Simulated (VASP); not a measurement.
# Ta (P6_3/mmc) in VASP: electric field gradients with PBE

Aim: the electric field gradients of Ta with PBE.

Program: VASP 6.6.1. These are calculated values, not measurements. Logs are shortened: lines on timing, memory, paths and dates and some standing lists are left out, and cuts for length are marked.

## 1. The cell of the first run

Symmetry: P6_3/mmc, No. 194, hexagonal system. Conventional cell: a = 2.919 Å, b = 2.919 Å, c = 5.080 Å, α = 90.00°, β = 90.00°, γ = 120.00°. Within 3.8 Å of Ta (site symmetry -6m2) lie 12 Ta at 2.92 to 3.05 Å.

## 2. Electric field gradients, PBE (z stretched by -1 % at fixed volume)

Contents of INCAR:

```
  PREC = Accurate
  ENCUT = 520
  EDIFF = 1E-8
  ISMEAR = -1
  SIGMA = 0.03
  LREAL = False
  LASPH = True
  NELM = 60
  ALGO = Normal
  ISIF = 2
  LWAVE = False
  LCHARG = False
  GGA = PE
  LEFG = True
  NBANDS = 18
```

Contents of KPOINTS:

```
regular mesh
0
Gamma
  13 13 7
```

Contents of POSCAR:

```
Ta
1.0
    2.9185534006      0.0000000000      0.0000000000
   -1.4592767003      2.5275413872      0.0000000000
    0.0000000000      0.0000000000      5.0795887253
Ta
2
Direct
    0.3333333333      0.6666666667      0.2500000000
    0.6666666667      0.3333333333      0.7500000000
```

Potentials or basis: VASP PAW PBE potentials, release 64 (Ta_pv).

Launch:

```
cat potpaw_PBE.64/Ta_pv/POTCAR > POTCAR
mpirun -np 1 vasp_std > vasp.out
```

OUTCAR:

```text
PREC = Accurate
   ENCUT = 520
   EDIFF = 1E-8
   ISMEAR = -1
   LREAL = False
   LASPH = True
   NELM = 60
   ISIF = 2
   GGA = PE

 ion  position               nearest neighbor table
   1  0.333  0.667  0.250-   2 3.05   2 3.05   2 3.05   2 3.05   2 3.05   2 3.05
   2  0.667  0.333  0.750-   1 3.05   1 3.05   1 3.05   1 3.05   1 3.05   1 3.05

  LATTYP: Found a hexagonal cell.
 ALAT       =     2.9185534006
 C/A-ratio  =     1.7404474163

  Lattice vectors:

 A1 = (   2.9185534006,   0.0000000000,   0.0000000000)
 A2 = (  -1.4592767003,   2.5275413872,   0.0000000000)
 A3 = (   0.0000000000,   0.0000000000,   5.0795887253)

Analysis of symmetry for initial positions (statically):
=====================================================================
 Subroutine PRICEL returns:
 Original cell was already a primitive cell.

 Routine SETGRP: Setting up the symmetry group for a
 hexagonal supercell.

 Subroutine GETGRP returns: Found 24 space group operations
 (whereof 12 operations were pure point group operations)
 out of a pool of 24 trial point group operations.

The static configuration has the point symmetry D_3d.
 The point group associated with its full space group is D_6h.

Analysis of symmetry for dynamics (positions and initial velocities):
=====================================================================
 Subroutine PRICEL returns:
 Original cell was already a primitive cell.

 Routine SETGRP: Setting up the symmetry group for a
 hexagonal supercell.

 Subroutine GETGRP returns: Found 24 space group operations
 (whereof 12 operations were pure point group operations)
 out of a pool of 24 trial point group operations.

The dynamic configuration has the point symmetry D_3d.
 The point group associated with its full space group is D_6h.

 Subroutine INISYM returns: Found 24 space group operations
 (whereof 12 operations are pure point group operations),
 and found     1 'primitive' translations

----------------------------------------------------------------------------------------

                                     Primitive cell

  volume of cell :      37.4709

  direct lattice vectors                    reciprocal lattice vectors
     2.918553401  0.000000000  0.000000000     0.342635499  0.197820697  0.000000000
    -1.459276700  2.527541387  0.000000000     0.000000000  0.395641395  0.000000000
     0.000000000  0.000000000  5.079588725     0.000000000  0.000000000  0.196866332

  length of vectors
     2.918553401  2.918553401  5.079588725     0.395641395  0.395641395  0.196866332

  position of ions in fractional coordinates (direct lattice)
     0.333333333  0.666666667  0.250000000
     0.666666667  0.333333333  0.750000000

  ion indices of the primitive-cell ions
   primitive index   ion index
                 1           1
                 2           2

----------------------------------------------------------------------------------------

 KPOINTS: regular mesh

Automatic generation of k-mesh.
 Grid dimensions read from file:
 generate k-points for:   13   13    7

 Generating k-lattice:

  Cartesian coordinates                     Fractional coordinates (reciprocal lattice)
     0.026356577  0.015216977  0.000000000     0.076923077  0.000000000  0.000000000
     0.000000000  0.030433953  0.000000000     0.000000000  0.076923077  0.000000000
     0.000000000  0.000000000  0.028123762     0.000000000  0.000000000  0.142857143

  Length of vectors
     0.030433953  0.030433953  0.028123762

  Shift w.r.t. Gamma in fractional coordinates (k-lattice)
     0.000000000  0.000000000  0.000000000

 Subroutine IBZKPT returns following result:
 ===========================================

 Found     84 irreducible k-points:

 Following reciprocal coordinates:
            Coordinates               Weight
  0.000000  0.000000  0.000000      1.000000
  0.076923  0.000000  0.000000      6.000000
  0.153846  0.000000  0.000000      6.000000
  0.230769  0.000000  0.000000      6.000000
  0.307692  0.000000  0.000000      6.000000
  0.384615  0.000000  0.000000      6.000000
[... 16 lines left out ...]
  0.076923  0.000000  0.142857     12.000000
  0.153846  0.000000  0.142857     12.000000
 [... further k-points ...]
   k-points           NKPTS =     84   k-points in BZ     NKDIM =     84   number of bands    NBANDS=     18
   number of dos      NEDOS =    301   number of ions     NIONS =      2
   total plane-waves  NPLWV =  23040
   dimension x,y,z NGX =    24 NGY =   24 NGZ =   40
   dimension x,y,z NGXF=    48 NGYF=   48 NGZF=   80
   ions per type =               2
   NGX,Y,Z   is equivalent  to a cutoff of  13.67, 13.67, 13.09 a.u.
   NGXF,Y,Z  is equivalent  to a cutoff of  27.34, 27.34, 26.18 a.u.
 SYSTEM =  unknown system
   PREC   = accura    normal or accurate (medium, high low for compatibility)
   ISTART =      0    job   : 0-new  1-cont  2-samecut
   ICHARG =      2    charge: 1-file 2-atom 10-const
   ISPIN  =      1    spin polarized calculation?
   LNONCOLLINEAR =      F non collinear calculations
   LSORBIT =      F    spin-orbit coupling
   LASPH  =      T    aspherical Exc in radial PAW
   ENCUT  =  520.0 eV  38.22 Ry    6.18 a.u.   5.43  5.43  9.44*2*pi/ulx,y,z
   NELM   =     60;   NELMIN=  2; NELMDL= -5     # of ELM steps
   EDIFF  = 0.1E-07   stopping-criterion for ELM
   LREAL  =      F    real-space projection
   EDIFFG = 0.1E-06   stopping-criterion for IOM
   NSW    =      0    number of steps for IOM
   IBRION =     -1    ionic relax: 0-MD 1-quasi-New 2-CG
   NFREE  =      0    steps in history (QN), initial steepest desc. (CG)
   ISIF   =      2    stress and relaxation
   ISYM   =      2    0-nonsym 1-usesym 2-fastsym
   POTIM  = 0.5000    time-step for ionic-motion
   TEBEG  =    0.0;   TEEND  =   0.0 temperature during run
   PSTRESS=    0.0 pullay stress
   NELECT =      22.0000    total number of electrons
   NUPDOWN=      -1.0000    fix difference up-down
   EMIN   =  10.00;   EMAX   =-10.00  energy-range for DOS
   EFERMI =   0.00;   METHOD = LEGACY
   ISMEAR =    -1;   SIGMA  =   0.03  broadening in eV -4-tet -1-fermi 0-gaus
   EFERMI_NEDOS =   21; number of points for ismear=-14 and -15
   IALGO  =     38    algorithm
   IMIX   =      4    mixing-type and parameters
     AMIX     =   0.40;   BMIX     =  1.00
     AMIX_MAG =   1.60;   BMIX_MAG =  1.00
  volume/ion in A,a.u.               =      18.74       126.43
  Fermi-wavevector in a.u.,A,eV,Ry     =   1.370832  2.590497 25.567801  1.879180
  Thomas-Fermi vector in A             =   2.496583
   LORBIT       =      0    0 simple, 1 ext, 2 COOP (PROOUT), +10 PAW based schemes
   GGA     = PE    functional components
   LHFCALC =     F    Hartree Fock is set to
   AEXX    =    0.0000 exact exchange contribution
   IVDW    =     0    specifies the selected vdW correction
   LEPSILON=     F    determine dielectric tensor
   LRPA    =     F    only Hartree local field effects (RPA)
 non-spin polarized calculation
  energy-cutoff  :      520.00
  volume of cell :       37.47
 maximum number of plane-waves:      1039
 NGX is ok and might be reduce to    24
   NGX = 11   NGY = 11   NGZ = 19

 number of electron      22.0000002 magnetization

 Free energy of the ion-electron system (eV)
  ---------------------------------------------------
  ext. energy  EPLUGINS =         0.00000000
  ---------------------------------------------------
  free energy    TOTEN  =       -23.06623984 eV

  energy without entropy =      -23.05908293  energy(sigma->0) =      -23.06266139

 E-fermi :   5.5889     XC(G=0): -12.4089

 val. band max:        5.5682740973   @ k =   0.2308   0.1538   0.2857
 cond. band min:       5.5973338249   @ k =   0.1538   0.0769   0.1429
 fundamental gap:      0.0290597276
 Fermi energy:         5.5889117058

 k-point     1 :       0.0000    0.0000    0.0000
  band No.  band energies     occupation
      1     -28.9802      2.00000
      2     -28.1050      2.00000
      3     -28.0649      2.00000
      4     -28.0649      2.00000
      5     -27.9698      2.00000
      6     -27.9698      2.00000
[... 10 lines left out ...]
     17      10.7073      0.00000
     18      10.7073      0.00000

 k-point     2 :       0.0769    0.0000    0.0000
  band No.  band energies     occupation
      1     -28.9612      2.00000
      2     -28.1221      2.00000
      3     -28.1086      2.00000
      4     -28.0809      2.00000
      5     -28.0286      2.00000
      6     -27.9799      2.00000
[... 10 lines left out ...]
     17      10.8109      0.00000
     18      11.2159      0.00000
[... 442 lines left out ...]
 k-point    24 :       0.1538    0.0000    0.1429
  band No.  band energies     occupation
      1     -28.8733      2.00000
      2     -28.2732      2.00000
      3     -28.2259      2.00000
      4     -28.1252      2.00000
      5     -28.1187      2.00000
      6     -28.0145      2.00000
[... 10 lines left out ...]
     17      10.9236      0.00000
     18      11.8638      0.00000

 [... further k-points ...]
[... 5 lines left out ...]
  --------------------------------------------------------------------------------------
  -------------------------------------------------------------------------------------
  Total       -0.2190250     -0.2190250      0.4400775     -0.0000000     -0.0000000      0.0000000
  in kB       -9.3650432     -9.3650432     18.8167802     -0.0000000     -0.0000000      0.0000000
  external PRESSURE =       0.0288980 kB  Pullay stress =       0.0000000 kB

 VOLUME and BASIS-vectors are now :
 -----------------------------------------------------------------------------
  energy-cutoff  :      520.00
  volume of cell :       37.47
      direct lattice vectors                 reciprocal lattice vectors
     2.918553401  0.000000000  0.000000000     0.342635499  0.197820697  0.000000000
    -1.459276700  2.527541387  0.000000000     0.000000000  0.395641395  0.000000000
     0.000000000  0.000000000  5.079588725     0.000000000  0.000000000  0.196866332

 POSITION                                       TOTAL-FORCE (eV/Angst)
 -----------------------------------------------------------------------------------
     -0.00000      1.68503      1.26990        -0.000000      0.000000      0.000000
      1.45928      0.84251      3.80969         0.000000     -0.000000      0.000000
 -----------------------------------------------------------------------------------
    total drift:                                0.000000     -0.000000      0.000000

  FREE ENERGIE OF THE ION-ELECTRON SYSTEM (eV)
  ---------------------------------------------------
  free  energy   TOTEN  =       -23.0662398393 eV

  energy  without entropy=      -23.0590829348  energy(sigma->0) =      -23.06266139

 Electric field gradients (V/A^2)
---------------------------------------------------------------------
 ion       V_xx      V_yy      V_zz      V_xy      V_xz      V_yz
---------------------------------------------------------------------
   1      15.064    15.065   -30.129     0.000     0.000    -0.000
   2      15.064    15.065   -30.129     0.000    -0.000     0.000
---------------------------------------------------------------------

 Electric field gradients after diagonalization (V/A^2)
 (convention: |V_zz| > |V_xx| > |V_yy|)
----------------------------------------------------------------------
 ion       V_xx      V_yy      V_zz     asymmetry (V_yy - V_xx)/ V_zz
----------------------------------------------------------------------
   1      15.065    15.064   -30.129       0.000
   2      15.065    15.064   -30.129       0.000
----------------------------------------------------------------------

           NMR quadrupolar parameters

 Cq : quadrupolar parameter    Cq=e*Q*V_zz/h
 eta: asymmetry parameters     (V_yy - V_xx)/ V_zz
 Q  : nuclear electric quadrupole moment in mb (millibarn)
----------------------------------------------------------------------
 ion       Cq(MHz)       eta       Q (mb)
----------------------------------------------------------------------
   1      -0.073       0.000       1.000
   2      -0.073       0.000       1.000
----------------------------------------------------------------------
```

Run time: 50 s. Hardware: 1 thread of Intel Xeon Platinum 8259CL at 2.50GHz (Skylake/Cascade Lake), shared host; peak memory 0.19 GiB.

Results:

* Free energy: -23.0662 eV
* Pressure: 0.0 GPa
* Band gap on the k mesh: zero (band 11 reaches 6.64 eV, above the bottom of band 12 at 5.02 eV)

Levels at points of the mesh, in eV from the Fermi level:
```csv
k point,band 7,band 8,band 9,band 10,band 11,band 12,band 13,band 14,band 15,band 16
"(0.00, 0.00, 0.00)",-8.18,-4.83,-0.32,0.08,0.57,0.57,1.19,1.19,2.79,2.79
```

Electric field gradients, principal values (V/Å²):
```csv
atom,least,middle,greatest (by size)
1 Ta,15.064,15.065,-30.129
2 Ta,15.064,15.065,-30.129
```

Caveat: without QUAD_EFG the Cq values of the log hold for a quadrupole moment of 1 mb, not for the nuclei; spin-orbit coupling is left out, which moves the levels of the heavy elements.
